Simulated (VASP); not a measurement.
# GePO4 (I-4) in VASP: a series of runs

The runs below take GePO4 through single point, with r2SCAN.

All numbers are computed with VASP 6.6.1; they aren't measurements. Logs are shortened: lines on timing, memory, paths and dates and some standing lists are left out, and cuts for length are marked.

## Step 1: The cell of the first run

The structure is tetragonal, space group I-4 (No. 82). The conventional cell has a = 4.676 Å, b = 4.676 Å, c = 7.128 Å, α = 90.00°, β = 90.00°, γ = 90.00°. Within 2.3 Å of P (site symmetry -4) lie 4 O at 1.74 Å. Ge (site symmetry -4) has 4 O at 1.56 Å within 2.1 Å. Within 2.1 Å of O (site symmetry 1) lie 1 Ge at 1.56 Å and 1 P at 1.74 Å.

## Step 2: Single point, r2SCAN

POSCAR reads:

```
GePO4
1.0
    0.0000000000      4.6760950000      0.0000000000
    4.6760950000      0.0000000000      0.0000000000
    2.3380480000      2.3380480000     -3.5642380000
P Ge O
1 1 4
Direct
    0.0000000000      0.0000000000      0.0000000000
    0.7500000000      0.2500000000      0.5000000000
    0.4000000000      0.3000000000      0.7200000000
    0.7000000000      0.1200000000      0.2800000000
    0.8800000000      0.9800000000      0.7200000000
    0.0200000000      0.6000000000      0.2800000000
```

INCAR.step1 reads:

```
SYSTEM = GePO4
PREC = Accurate ; ENCUT = 660
ISMEAR = 0 ; SIGMA = 0.0471
LREAL = .FALSE. ; LASPH = .TRUE.
NELM = 120 ; NBANDS = 30
GGA = PE ; ALGO = Normal
EDIFF = 1E-5 ; LWAVE = .TRUE.
LCHARG = .FALSE. ; GGA_COMPAT = .FALSE.
```

INCAR.step2 reads:

```
SYSTEM = GePO4
PREC = Accurate ; ENCUT = 660
EDIFF = 1E-6 ; ISMEAR = 0
SIGMA = 0.0471 ; LREAL = .FALSE.
LASPH = .TRUE. ; NELM = 120
ALGO = Normal ; ISIF = 2
LWAVE = .FALSE. ; LCHARG = .FALSE.
METAGGA = R2SCAN ; LMIXTAU = .TRUE.
NBANDS = 30 ; ISTART = 1
GGA_COMPAT = .FALSE.
```

KPOINTS reads:

```
regular mesh
0
G
  5 5 5
  0 0 0
```

Potentials or basis: VASP PAW PBE potentials, release 64 (P, Ge_d, O).

Run with:

```console
$ cat potpaw_PBE.64/P/POTCAR potpaw_PBE.64/Ge_d/POTCAR potpaw_PBE.64/O/POTCAR > POTCAR
$ cp INCAR.step1 INCAR
$ mpirun -np 1 vasp_std > vasp.out
$ cp INCAR.step2 INCAR
$ mpirun -np 1 vasp_std > vasp.out
```

OUTCAR:

```text
SYSTEM = GePO4
   PREC = Accurate
   ENCUT = 660
   EDIFF = 1E-6
   ISMEAR = 0
   LREAL = .FALSE.
   LASPH = .TRUE.
   NELM = 120
   ISIF = 2
   METAGGA = R2SCAN
   ISTART = 1

 ion  position               nearest neighbor table
   1  0.000  0.000  0.000-   3 1.74   6 1.74   4 1.74   5 1.74   2 2.94   2 2.94   2 2.94   2 2.94

   2  0.750  0.250  0.500-   6 1.56   3 1.56   5 1.56   4 1.56   1 2.94   1 2.94   1 2.94   1 2.94

   3  0.400  0.300  0.720-   2 1.56   1 1.74
   4  0.700  0.120  0.280-   2 1.56   1 1.74
   5  0.880  0.980  0.720-   2 1.56   1 1.74
   6  0.020  0.600  0.280-   2 1.56   1 1.74

  LATTYP: Found a body centered tetragonal cell.
 ALAT       =     4.6760950000
 C/A-ratio  =     1.5244506367

  Lattice vectors:

 A1 = (  -2.3380480000,   2.3380470000,   3.5642380000)
 A2 = (   2.3380470000,  -2.3380480000,   3.5642380000)
 A3 = (   2.3380480000,   2.3380480000,  -3.5642380000)

Analysis of symmetry for initial positions (statically):
=====================================================================
 Subroutine PRICEL returns:
 Original cell was already a primitive cell.

 Routine SETGRP: Setting up the symmetry group for a
 body centered tetragonal supercell.

 Subroutine GETGRP returns: Found  4 space group operations
 (whereof  4 operations were pure point group operations)
 out of a pool of 16 trial point group operations.

The static configuration has the point symmetry S_4 .

Analysis of symmetry for dynamics (positions and initial velocities):
=====================================================================
 Subroutine PRICEL returns:
 Original cell was already a primitive cell.

 Routine SETGRP: Setting up the symmetry group for a
 body centered tetragonal supercell.

 Subroutine GETGRP returns: Found  4 space group operations
 (whereof  4 operations were pure point group operations)
 out of a pool of 16 trial point group operations.

The dynamic configuration has the point symmetry S_4 .

 Subroutine INISYM returns: Found  4 space group operations
 (whereof  4 operations are pure point group operations),
 and found     1 'primitive' translations

----------------------------------------------------------------------------------------

                                     Primitive cell

  volume of cell :      77.9351

  direct lattice vectors                    reciprocal lattice vectors
     0.000000000  4.676095000  0.000000000     0.000000000  0.213853654  0.140282469
     4.676095000  0.000000000  0.000000000     0.213853654  0.000000000  0.140282469
     2.338048000  2.338048000 -3.564238000     0.000000000  0.000000000 -0.280564878

  length of vectors
     4.676095000  4.676095000  4.861761967     0.255758785  0.255758785  0.280564878

  position of ions in fractional coordinates (direct lattice)
     0.000000000  0.000000000  0.000000000
     0.750000000  0.250000000  0.500000000
     0.400000000  0.300000000  0.720000000
     0.700000000  0.120000000  0.280000000
     0.880000000  0.980000000  0.720000000
     0.020000000  0.600000000  0.280000000

  ion indices of the primitive-cell ions
   primitive index   ion index
                 1           1
                 2           2
                 3           3
                 4           4
                 5           5
                 6           6

----------------------------------------------------------------------------------------

 KPOINTS: regular mesh

Automatic generation of k-mesh.
 Grid dimensions read from file:
 generate k-points for:    5    5    5

 Generating k-lattice:

  Cartesian coordinates                     Fractional coordinates (reciprocal lattice)
     0.000000000  0.042770731  0.028056494     0.200000000  0.000000000 -0.000000000
     0.042770731  0.000000000  0.028056494     0.000000000  0.200000000 -0.000000000
     0.000000000  0.000000000 -0.056112976     0.000000000  0.000000000  0.200000000

  Length of vectors
     0.051151757  0.051151757  0.056112976

  Shift w.r.t. Gamma in fractional coordinates (k-lattice)
     0.000000000  0.000000000  0.000000000

 Subroutine IBZKPT returns following result:
 ===========================================

 Found     21 irreducible k-points:

 Following reciprocal coordinates:
            Coordinates               Weight
  0.000000  0.000000  0.000000      1.000000
  0.200000  0.000000 -0.000000      8.000000
  0.400000  0.000000  0.000000      8.000000
  0.200000  0.200000 -0.000000      8.000000
  0.400000  0.200000 -0.000000      8.000000
 -0.200000 -0.400000  0.000000      8.000000
[... 13 lines left out ...]
  0.000000  0.000000  0.400000      2.000000
 -0.200000  0.000000  0.400000      4.000000
   k-points           NKPTS =     21   k-points in BZ     NKDIM =     21   number of bands    NBANDS=     30
   number of dos      NEDOS =    301   number of ions     NIONS =      6
   total plane-waves  NPLWV =  67200
   dimension x,y,z NGX =    40 NGY =   40 NGZ =   42
   dimension x,y,z NGXF=    80 NGYF=   80 NGZF=   84
   ions per type =               1   1   4
   NGX,Y,Z   is equivalent  to a cutoff of  14.22, 14.22, 14.36 a.u.
   NGXF,Y,Z  is equivalent  to a cutoff of  28.44, 28.44, 28.72 a.u.
 SYSTEM =  GePO4
   PREC   = accura    normal or accurate (medium, high low for compatibility)
   ISTART =      1    job   : 0-new  1-cont  2-samecut
   ICHARG =      0    charge: 1-file 2-atom 10-const
   ISPIN  =      1    spin polarized calculation?
   LNONCOLLINEAR =      F non collinear calculations
   LSORBIT =      F    spin-orbit coupling
   LASPH  =      T    aspherical Exc in radial PAW
   ENCUT  =  660.0 eV  48.51 Ry    6.96 a.u.   9.80  9.80 10.18*2*pi/ulx,y,z
   NELM   =    120;   NELMIN=  2; NELMDL=  0     # of ELM steps
   EDIFF  = 0.1E-05   stopping-criterion for ELM
   LREAL  =      F    real-space projection
   EDIFFG = 0.1E-04   stopping-criterion for IOM
   NSW    =      0    number of steps for IOM
   IBRION =     -1    ionic relax: 0-MD 1-quasi-New 2-CG
   NFREE  =      0    steps in history (QN), initial steepest desc. (CG)
   ISIF   =      2    stress and relaxation
   ISYM   =      2    0-nonsym 1-usesym 2-fastsym
   POTIM  = 0.5000    time-step for ionic-motion
   TEBEG  =    0.0;   TEEND  =   0.0 temperature during run
   PSTRESS=    0.0 pullay stress
   NELECT =      43.0000    total number of electrons
   NUPDOWN=      -1.0000    fix difference up-down
   EMIN   =  10.00;   EMAX   =-10.00  energy-range for DOS
   EFERMI =   0.00;   METHOD = LEGACY
   ISMEAR =     0;   SIGMA  =   0.05  broadening in eV -4-tet -1-fermi 0-gaus
   EFERMI_NEDOS =   21; number of points for ismear=-14 and -15
   IALGO  =     38    algorithm
   IMIX   =      4    mixing-type and parameters
     AMIX     =   0.40;   BMIX     =  1.00
     AMIX_MAG =   1.60;   BMIX_MAG =  1.00
  volume/ion in A,a.u.               =      12.99        87.66
  Fermi-wavevector in a.u.,A,eV,Ry     =   1.342723  2.537379 24.530024  1.802906
  Thomas-Fermi vector in A             =   2.470854
   LORBIT       =      0    0 simple, 1 ext, 2 COOP (PROOUT), +10 PAW based schemes
   METAGGA = R2SCAN    functional components
   LHFCALC =     F    Hartree Fock is set to
   AEXX    =    0.0000 exact exchange contribution
   IVDW    =     0    specifies the selected vdW correction
   LEPSILON=     F    determine dielectric tensor
   LRPA    =     F    only Hartree local field effects (RPA)
 non-spin polarized calculation
 Gauss-broadening in eV      SIGMA  =   0.05
  energy-cutoff  :      660.00
  volume of cell :       77.94
 maximum number of plane-waves:      3014
   NGX = 19   NGY = 19   NGZ = 21

 number of electron      43.0000002 magnetization

 Free energy of the ion-electron system (eV)
  ---------------------------------------------------
  ext. energy  EPLUGINS =         0.00000000
  ---------------------------------------------------
  free energy    TOTEN  =       -51.01130433 eV

  energy without entropy =      -51.00517568  energy(sigma->0) =      -51.00824001

 E-fermi :   5.9821     XC(G=0): -10.1366

 val. band max:        5.9793160649   @ k =   0.4000   0.4000   0.2000
 cond. band min:       5.9840572249   @ k =  -0.4000   0.4000   0.0000
 fundamental gap:      0.0047411600
 Fermi energy:         5.9821272614

 k-point     1 :       0.0000    0.0000    0.0000
  band No.  band energies     occupation
      1     -23.0765      2.00000
      2     -22.8151      2.00000
      3     -22.8151      2.00000
      4     -21.9859      2.00000
      5     -21.8656      2.00000
      6     -20.8288      2.00000
[... 22 lines left out ...]
     29      14.2696      0.00000
     30      14.2696      0.00000

 k-point     2 :       0.2000    0.0000   -0.0000
  band No.  band energies     occupation
      1     -23.0839      2.00000
      2     -22.8300      2.00000
      3     -22.8141      2.00000
      4     -21.9748      2.00000
      5     -21.8654      2.00000
      6     -20.6698      2.00000
[... 22 lines left out ...]
     29      14.3110      0.00000
     30      14.4816      0.00000

 k-point     3 :       0.4000    0.0000    0.0000
  band No.  band energies     occupation
      1     -23.0963      2.00000
      2     -22.8498      2.00000
      3     -22.8124      2.00000
      4     -21.9609      2.00000
      5     -21.8650      2.00000
      6     -20.3477      2.00000
[... 22 lines left out ...]
     29      14.1246      0.00000
     30      14.5403      0.00000

 k-point     4 :       0.2000    0.2000   -0.0000
  band No.  band energies     occupation
      1     -23.0956      2.00000
      2     -22.8414      2.00000
      3     -22.8129      2.00000
      4     -21.9645      2.00000
      5     -21.8655      2.00000
      6     -20.4446      2.00000
[... 22 lines left out ...]
     29      14.1302      0.00000
     30      14.5423      0.00000

 k-point     5 :       0.4000    0.2000   -0.0000
  band No.  band energies     occupation
      1     -23.0978      2.00000
      2     -22.8607      2.00000
      3     -22.8129      2.00000
      4     -21.9554      2.00000
      5     -21.8644      2.00000
      6     -20.1830      2.00000
[... 22 lines left out ...]
     29      13.9236      0.00000
     30      14.4257      0.00000
[... 427 lines left out ...]
     29      13.6561      0.00000
     30      14.3248      0.00000

 k-point    19 :      -0.2000   -0.2000    0.2000
  band No.  band energies     occupation
      1     -23.1220      2.00000
      2     -22.8347      2.00000
      3     -22.8101      2.00000
      4     -21.9577      2.00000
      5     -21.8671      2.00000
      6     -20.1004      2.00000
[... 22 lines left out ...]
     29      13.7702      0.00000
     30      14.5683      0.00000

 k-point    20 :       0.0000    0.0000    0.4000
  band No.  band energies     occupation
      1     -23.1382      2.00000
      2     -22.8084      2.00000
      3     -22.8084      2.00000
      4     -21.9630      2.00000
      5     -21.8698      2.00000
      6     -20.1502      2.00000
[... 22 lines left out ...]
     29      14.7364      0.00000
     30      15.0826      0.00000

 k-point    21 :      -0.2000    0.0000    0.4000
  band No.  band energies     occupation
      1     -23.1348      2.00000
      2     -22.8205      2.00000
      3     -22.8087      2.00000
      4     -21.9591      2.00000
      5     -21.8688      2.00000
      6     -20.0420      2.00000
[... 22 lines left out ...]
     29      14.1070      0.00000
     30      14.3298      0.00000

------------------------ aborting loop because EDIFF is reached ----------------------------------------

  FORCE on cell =-STRESS in cart. coord.  units (eV):
  Direction    XX          YY          ZZ          XY          YZ          ZX
  --------------------------------------------------------------------------------------
  -------------------------------------------------------------------------------------
  Total       22.0457670     22.0457670     15.7508869      0.0000164     -0.0000022     -0.0000022
  in kB      453.2130926    453.2130926    323.8040282      0.0003372     -0.0000454     -0.0000454
  external PRESSURE =     410.0767378 kB  Pullay stress =       0.0000000 kB

 VOLUME and BASIS-vectors are now :
 -----------------------------------------------------------------------------
  energy-cutoff  :      660.00
  volume of cell :       77.94
      direct lattice vectors                 reciprocal lattice vectors
     0.000000000  4.676095000  0.000000000     0.000000000  0.213853654  0.140282469
     4.676095000  0.000000000  0.000000000     0.213853654  0.000000000  0.140282469
     2.338048000  2.338048000 -3.564238000     0.000000000  0.000000000 -0.280564878

 POSITION                                       TOTAL-FORCE (eV/Angst)
 -----------------------------------------------------------------------------------
      0.00000      0.00000      0.00000        -0.000000     -0.000000     -0.000000
      2.33805      4.67610     -1.78212        -0.000000     -0.000000     -0.000000
      3.08622      3.55383     -2.56625         4.071670     -7.941330     -6.298056
      1.21578      3.92792     -0.99799        -7.941332     -4.071670      6.298056
      6.26597      5.79836     -2.56625        -4.071669      7.941332     -6.298056
      3.46031      0.74818     -0.99799         7.941330      4.071669      6.298056
 -----------------------------------------------------------------------------------
    total drift:                               -0.000238      0.000149     -0.000033

  FREE ENERGIE OF THE ION-ELECTRON SYSTEM (eV)
  ---------------------------------------------------
  free  energy   TOTEN  =       -51.0113043316 eV

  energy  without entropy=      -51.0051756789  energy(sigma->0) =      -51.00824001
```

Run time: 8.9 min. Hardware: 1 thread of Intel Xeon 8259CL, shared host; peak memory 0.3 GiB.

What came out:

* Free energy: -51.0113 eV
* Pressure: 41.0 GPa
* Largest force: 10.923 eV/Å
* Band gap on the k mesh: zero (an odd number of electrons rules out a gap without spin polarisation)

Forces in eV/Å, atoms in the order of the input:
```
P    0.000  0.000  0.000
Ge   0.000  0.000  0.000
O    4.072 -7.941 -6.298
O   -7.941 -4.072  6.298
O   -4.072  7.941 -6.298
O    7.941  4.072  6.298
```

Stress tensor (GPa, compression positive):
```
45.32  0.00  0.00
 0.00 45.32  0.00
 0.00  0.00 32.38
```

Levels at points of the mesh, in eV from the Fermi level:
| k point | band 17 | band 18 | band 19 | band 20 | band 21 | band 22 | band 23 | band 24 | band 25 | band 26 |
| --- | --- | --- | --- | --- | --- | --- | --- | --- | --- | --- |
| (0.00, 0.00, 0.00) | -6.68 | -6.68 | -6.49 | -6.49 | -6.45 | -1.28 | 1.85 | 3.23 | 3.23 | 3.94 |

Caveat: the cell stands under pressure; the PAW data sets were made with another functional, which shifts forces and pressure a little; an odd number of electrons without spin polarisation forces a metal; a magnetic or distorted state may lie lower.

(Continued in part 2 of 2.)
